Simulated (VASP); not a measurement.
Runs of VASP 6.6.1 on Ni. The structure is that of space group Fm-3m (No. 225), or close to it. The cells are those of the table. 

| fixed moment (μB) | cell | pressure (GPa) | moment (μB) |
| --- | --- | --- | --- |
| 0.375 | a = 2.266 Å, angles 60.0°, 1 atom | 79.9 | 0.38 |
| 0.625 | a = 2.320 Å, angles 60.0°, 1 atom | 44.5 | 0.62 |
| 0.5 | a = 2.320 Å, angles 60.0°, 1 atom | 43.4 | 0.50 |
| 0.625 | a = 2.421 Å, angles 60.0°, 1 atom | (a) | 0.62 |
| 0.875 | a = 2.421 Å, angles 60.0°, 1 atom | 2.4 | 0.87 |
| 0.25 | a = 2.469 Å, angles 60.0°, 1 atom | -13.5 | 0.25 |
| 0.75 | a = 2.320 Å, angles 60.0°, 1 atom | 45.7 | 0.75 |
| 0.625 | a = 2.266 Å, angles 60.0°, 1 atom | (b) | 0.62 |

Alike in all rows: task single point; level LDA; potentials or basis VASP PAW LDA potentials, release 64 (Ni); spin collinear, ferromagnetic start; k mesh 24 × 24 × 24; cutoff (eV) 520; smearing gaussian 0.15 eV.

Q: Estimate the missing entries.

A: (a) 0.1; (b) 81.8.

Caveats: the total moment is fixed, so each spin has its own Fermi level and the state may be an excited one; the cell stands under pressure (at least some runs); the cell stands under tension (at least some runs).
